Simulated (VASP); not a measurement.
Here is a VASP 6.6.1 calculation.

File INCAR:

```
ALGO = Normal
EDIFF = 1E-6
ENCUT = 520
GGA = RP
ISIF = 2
ISMEAR = -1
IVDW = 12
LASPH = True
LCHARG = True
LELF = True
LREAL = False
LVHAR = True
LWAVE = False
NBANDS = 46
NELM = 80
PREC = Accurate
SIGMA = 0.05
```

KPOINTS

```
k-points
0
Gamma
  9 6 4
```

The input POSCAR:

```
TiO2
1.0
    2.9231857946     -0.0000675493      0.0001119980
    0.0000977914      4.4471896918     -0.0959530169
    1.4613005469      0.0845340380      7.0714256551
Ti O
3 6
Direct
    0.0036646725      0.0003765688      0.0007035871
    0.3437415163      0.5076096368      0.3205101768
    0.6635516206      0.4931425492      0.6808970117
    0.4490029571      0.2275570739      0.1100000085
    0.7849603552      0.2845751923      0.4380865786
    0.1120652024      0.2622714130      0.7838642287
    0.8952260099      0.7384813274      0.2175434342
    0.2223423684      0.7161770616      0.5633205876
    0.5582962876      0.7731961870      0.8914073769
```

Potentials or basis: VASP PAW PBE potentials, release 64 (Ti_sv, O).

Launch:

```console
$ cat potpaw_PBE.64/Ti_sv/POTCAR potpaw_PBE.64/O/POTCAR > POTCAR
$ mpirun -np 1 vasp_std > vasp.out
```

Problem. Estimate the pressure.

Solution. 0.7 GPa.

Problem. Estimate the band gap on the k mesh.

Solution. 2.53 eV (least direct gap 2.57 eV).

Forces in eV/Å, atoms in the order of the input:
```
Ti   0.000  0.000  0.000
Ti   0.000  0.002 -0.028
Ti   0.000 -0.002  0.028
O    0.000  0.020  0.009
O    0.000 -0.067 -0.004
O    0.000 -0.021  0.007
O    0.000  0.021 -0.007
O    0.000  0.067  0.004
O    0.000 -0.020 -0.009
```

Caveat: the PAW data sets were made with another functional, which shifts forces and pressure a little; an odd mesh through Γ misses points on the zone boundary, where band edges can lie.
